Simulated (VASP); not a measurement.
# Cu in VASP: single point with PBEsol

Aim: the single point of Cu with PBEsol.

Program: VASP 6.6.1. These are calculated values, not measurements. Logs are shortened: lines on timing, memory, paths and dates and some standing lists are left out, and cuts for length are marked.

### Step 1. The cell of the first run

The cell holds a slab with vacuum, 12 atoms: a = 2.521 Å, b = 4.827 Å, c = 24.964 Å, α = 90.00°, β = 90.00°, γ = 105.14°.

### Step 2. Single point, PBEsol

Contents of INCAR:

```
  PREC = Accurate
  ENCUT = 520
  EDIFF = 1E-7
  ISMEAR = 0
  SIGMA = 0.1
  LREAL = False
  LASPH = True
  NELM = 80
  ALGO = Fast
  ISIF = 2
  LWAVE = False
  LCHARG = True
  LDIPOL = True
  IDIPOL = 3
  DIPOL = 0.5 0.5 0.500
  GGA = PS
  LELF = True
  LVHAR = True
  LVACPOTAV = True
  NBANDS = 78
  ISYM = 0
```

Contents of KPOINTS:

```
Automatic mesh
0
Gamma
  14 8 1
```

Contents of POSCAR:

```
Cu
1.0
    2.5205910259      0.0000000000      0.0000000000
   -1.2602955130      4.6594847538      0.0000000000
    0.0000000000      0.0000000000     24.9640555608
Cu
12
Direct
    0.7858763031      0.5668738527      0.3033442096
    0.0540636259      0.1049623665      0.3136901632
    0.3963042073      0.7885526418      0.3775852887
    0.6610190390      0.3204888668      0.3909748371
    1.0015744719      1.0016136439      0.4551902776
    0.2685577822      0.5378793476      0.4676192227
    0.6093527438      0.2179416460      0.5323810689
    0.8763361795      0.7542074430      0.5448099827
    0.2168912411      0.4353319204      0.6090252648
    0.4816061993      0.9672682645      0.6224147571
    0.8238468011      0.6508584265      0.6863097123
    0.0920343179      0.1889474048      0.6966552153
```

Potentials or basis: VASP PAW PBE potentials, release 64 (Cu).

Started as:

```
> cat potpaw_PBE.64/Cu/POTCAR > POTCAR
> mpirun -np 1 vasp_std > vasp.out
```

OUTCAR:

```text
PREC = Accurate
   ENCUT = 520
   EDIFF = 1E-7
   ISMEAR = 0
   LREAL = False
   LASPH = True
   NELM = 80
   ISIF = 2
   GGA = PS
   ISYM = 0

 ion  position               nearest neighbor table
   1  0.786  0.567  0.303-   3 2.47   3 2.47   4 2.47   2 2.51   2 2.51   2 2.52
   2  0.054  0.105  0.314-   1 2.51   1 2.51   3 2.51   3 2.51   4 2.51   4 2.51   1 2.52
   3  0.396  0.789  0.378-   1 2.47   1 2.47   4 2.50   2 2.51   2 2.51   5 2.51   5 2.52   6 2.53
                             4 2.54   4 2.54
   4  0.661  0.320  0.391-   1 2.47   3 2.50   6 2.50   6 2.51   2 2.51   2 2.51   5 2.52   5 2.52
                             3 2.54   3 2.54
   5  0.002  0.002  0.455-   7 2.51   3 2.51   7 2.51   8 2.52   3 2.52   6 2.52   6 2.52   6 2.52
                             4 2.52   4 2.52
   6  0.269  0.538  0.468-   4 2.50   4 2.51   8 2.51   8 2.51   5 2.52   5 2.52   5 2.52   3 2.53
                             7 2.53   7 2.54
   7  0.609  0.218  0.532-   9 2.50   9 2.51   5 2.51   5 2.51   8 2.52   8 2.52   8 2.52  10 2.53
                             6 2.53   6 2.54
   8  0.876  0.754  0.545-   6 2.51  10 2.51   6 2.51   5 2.52  10 2.52   7 2.52   7 2.52   7 2.52
                             9 2.52   9 2.52
   9  0.217  0.435  0.609-  12 2.47  10 2.50   7 2.50   7 2.51  11 2.51  11 2.51   8 2.52   8 2.52
                            10 2.54  10 2.54
  10  0.482  0.967  0.622-  12 2.47  12 2.47   9 2.50  11 2.51  11 2.51   8 2.51   8 2.52   7 2.53
                             9 2.54   9 2.54
  11  0.824  0.651  0.686-  12 2.51  12 2.51  10 2.51  10 2.51   9 2.51   9 2.51  12 2.52
  12  0.092  0.189  0.697-  10 2.47  10 2.47   9 2.47  11 2.51  11 2.51  11 2.52

IMPORTANT INFORMATION: All symmetrisations will be switched off!
NOSYMM: (Re-)initialisation of all symmetry stuff for point group C_1.

----------------------------------------------------------------------------------------

                                     Primitive cell

  volume of cell :     293.1942

  direct lattice vectors                    reciprocal lattice vectors
     2.520591026  0.000000000  0.000000000     0.396732350  0.107308002  0.000000000
    -1.260295513  4.659484754  0.000000000     0.000000000  0.214616004  0.000000000
     0.000000000  0.000000000 24.964055561     0.000000000  0.000000000  0.040057594

  length of vectors
     2.520591026  4.826918577 24.964055561     0.410988521  0.214616004  0.040057594

  position of ions in fractional coordinates (direct lattice)
     0.785876303  0.566873853  0.303344210
     0.054063626  0.104962366  0.313690163
     0.396304207  0.788552642  0.377585289
     0.661019039  0.320488867  0.390974837
     0.001574472  0.001613644  0.455190278
     0.268557782  0.537879348  0.467619223
     0.609352744  0.217941646  0.532381069
     0.876336180  0.754207443  0.544809983
     0.216891241  0.435331920  0.609025265
     0.481606199  0.967268264  0.622414757
     0.823846801  0.650858427  0.686309712
     0.092034318  0.188947405  0.696655215

  ion indices of the primitive-cell ions
   primitive index   ion index
                 1           1
[... 133 lines left out ...]
   IVDW    =     0    specifies the selected vdW correction
   LEPSILON=     F    determine dielectric tensor
   LRPA    =     F    only Hartree local field effects (RPA)
 non-spin polarized calculation
 RMM-DIIS sequential band-by-band and
 Gauss-broadening in eV      SIGMA  =   0.10
  energy-cutoff  :      520.00
  volume of cell :      293.19
 maximum number of plane-waves:      7952
   NGX =  9   NGY = 17   NGZ = 93

 dipolmoment           0.000000      0.000000      0.000018 electrons x Angstroem

 number of electron     132.0000008 magnetization

 dipolmoment           0.000000      0.000000     -0.000001 electrons x Angstroem

 Free energy of the ion-electron system (eV)
  ---------------------------------------------------
  ext. energy  EPLUGINS =         0.00000000
  ---------------------------------------------------
  free energy    TOTEN  =       -49.08053680 eV

  energy without entropy =      -49.05723935  energy(sigma->0) =      -49.06888807

 E-fermi :   1.2065     XC(G=0):  -6.8288

 val. band max:        1.1986775836   @ k =   0.4286   0.3750   0.0000
 cond. band min:       1.2076965109   @ k =  -0.2143   0.3750   0.0000
 fundamental gap:      0.0090189272
 Fermi energy:         1.2065162035

 k-point     1 :       0.0000    0.0000    0.0000
  band No.  band energies     occupation
      1      -8.2826      2.00000
      2      -7.5562      2.00000
      3      -6.3844      2.00000
      4      -5.0365      2.00000
      5      -4.1202      2.00000
      6      -4.0606      2.00000
[... 1933 lines left out ...]
     77       6.5139      0.00000
     78       6.9752      0.00000

 [... further k-points ...]

------------------------ aborting loop because EDIFF is reached ----------------------------------------

  FORCE on cell =-STRESS in cart. coord.  units (eV):
  Direction    XX          YY          ZZ          XY          YZ          ZX
  --------------------------------------------------------------------------------------
  -------------------------------------------------------------------------------------
  Total       -1.7073305     -1.5337246      0.5330102     -0.0463628     -0.0105693     -0.0130479
  in kB       -9.3298091     -8.3811296      2.9126658     -0.2533521     -0.0577567     -0.0713013
  external PRESSURE =      -4.9327576 kB  Pullay stress =       0.0000000 kB

 VOLUME and BASIS-vectors are now :
 -----------------------------------------------------------------------------
  energy-cutoff  :      520.00
  volume of cell :      293.19
      direct lattice vectors                 reciprocal lattice vectors
     2.520591026  0.000000000  0.000000000     0.396732350  0.107308002  0.000000000
    -1.260295513  4.659484754  0.000000000     0.000000000  0.214616004  0.000000000
     0.000000000  0.000000000 24.964055561     0.000000000  0.000000000  0.040057594

 POSITION                                       TOTAL-FORCE (eV/Angst)
 -----------------------------------------------------------------------------------
      1.26644      2.64134      7.57270         0.001268     -0.000123     -0.048281
      0.00399      0.48907      7.83098         0.000539     -0.005404     -0.029052
      0.00511      3.67425      9.42606         0.002249      0.012314      0.013489
      1.26225      1.49331      9.76032        -0.002334     -0.002367      0.007746
      0.00193      0.00752     11.36340         0.001066     -0.001741      0.002638
     -0.00096      2.50624     11.67367        -0.001707      0.000276     -0.002146
      1.26126      1.01550     13.29039         0.001866     -0.000603      0.002339
      1.25836      3.51422     13.60067        -0.000526      0.002170     -0.002677
     -0.00195      2.02842     15.20374         0.001499      0.003972     -0.007853
     -0.00511      4.50697     15.53800        -0.002404     -0.013507     -0.013571
      1.25631      3.03266     17.13307        -0.000459      0.005281      0.029014
     -0.00615      0.88040     17.39134        -0.001057     -0.000267      0.048355
 -----------------------------------------------------------------------------------
    total drift:                               -0.000284     -0.001197      0.000632

  FREE ENERGIE OF THE ION-ELECTRON SYSTEM (eV)
  ---------------------------------------------------
  free  energy   TOTEN  =       -49.0805367995 eV

  energy  without entropy=      -49.0572393472  energy(sigma->0) =      -49.06888807

 vacuum level on the upper side and lower side of the slab         5.898         5.898
```

stdout:

```text
POSCAR found type information on POSCAR Cu
 POSCAR found :  1 types and      12 ions
 scaLAPACK will be used
 -----------------------------------------------------------------------------
|                                                                             |
[... 42 lines left out ...]
|     field-free region was found. Please increase the size of  your cell     |
|     in the dimension of the dipole correction to obtain accurate            |
|     workfunction values.                                                    |
|                                                                             |
 -----------------------------------------------------------------------------
```

It took 58 min on 1 thread of Oxide Virtual Turin-like, shared host; peak memory 0.91 GiB.

What came out:

```
Free energy            : -49.0805 eV
Largest force          : 0.048 eV/Å
Band gap on the k mesh : zero (bands 66 and 67 overlap by 3.28 eV)
```

Forces in eV/Å, atoms in the order of the input:
```
Cu   0.001  0.000 -0.048
Cu   0.001 -0.005 -0.029
Cu   0.002  0.012  0.013
Cu  -0.002 -0.002  0.008
Cu   0.001 -0.002  0.003
Cu  -0.002  0.000 -0.002
Cu   0.002 -0.001  0.002
Cu  -0.001  0.002 -0.003
Cu   0.001  0.004 -0.008
Cu  -0.002 -0.014 -0.014
Cu   0.000  0.005  0.029
Cu  -0.001  0.000  0.048
```

Caveat: the PAW data sets were made with another functional, which shifts forces and pressure a little.
